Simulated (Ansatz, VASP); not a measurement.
## Two plane-wave programs on InSb

The input INCAR:

```
SYSTEM = InSb
ALGO = Normal ; EDIFF = 1E-6
ENCUT = 520 ; ISIF = 2
ISMEAR = 0 ; LASPH = .True.
LCHARG = .True. ; LELF = .True.
LREAL = .False. ; LVHAR = .True.
LWAVE = .False. ; NBANDS = 16
NELM = 60 ; PREC = Accurate
SIGMA = 0.15
```

File KPOINTS:

```
k-points
0
Gamma
  16 16 8
  0 0 0
```

File POSCAR:

```
InSb
1.0
    2.8105595979      0.0000000000      0.0000000000
    0.0000000000      2.8105595979      0.0000000000
    0.0000000000      0.0000000000      6.3583289783
In Sb
1 1
Direct
    0.0000000000      0.0000000000      0.0000000000
    0.0000000000      0.0000000000      0.5000000000
```

Input for Ansatz:

```yaml
crystal:
  lattice:
    - [2.8105595979, 0.0, 0.0]
    - [0.0, 2.8105595979, 0.0]
    - [0.0, 0.0, 6.3583289783]
  atoms:
    - { symbol: In, position: [0.0, 0.0, 0.0] }
    - { symbol: Sb, position: [0.0, 0.0, 0.5] }
basis:
  ecutwfc: 420
kpoints:
  mp_grid: { grid: [16, 16, 8] }
hamiltonian:
  xc: lda
  pseudopotentials: { kind: paw, azcp: { folder: soft_1 } }
scf:
  occupations: { method: gaussian, width: 0.15 }
output:
  forces: true
  stress: true
  eigenvalues: true
```

Alike in both runs: task single point; functional LDA; k mesh 16 × 16 × 8; occupations gaussian, width 0.15 eV; no spin polarisation.

|  | VASP | Ansatz |
| --- | --- | --- |
| version | VASP 6.6.1 | Ansatz 0.2.0 |
| potentials or method | VASP PAW LDA potentials, release 64 (In_d, Sb), cutoff 520 eV | scalar-relativistic, plane waves, PAW |
| valence electrons in the cell | 18 | 28 |

VASP gave:

| Property | Result |
| --- | --- |
| gap on the k mesh at the Fermi level (eV) | none |
| pressure (GPa) | 8.3 |
| traceless stress, the component that is largest in VASP (GPa) | -11.97 |

Estimate Ansatz's values.

gap on the k mesh at the Fermi level (eV): none; pressure (GPa): 8.0; traceless stress, the component that is largest in VASP (GPa): -11.80.

Ansatz warns that its potentials were made for another functional, while VASP's fit it. LDA's correlation is that of Perdew and Zunger in VASP and of Perdew and Wang (1992) in Ansatz. A gap of «none» marks a metal or a gap that the smearing closes. VASP's potentials hold 18 valence electrons a cell and Ansatz's 28, so a difference there can come from the potentials and not from the codes.

Neither program's run includes spin-orbit coupling.
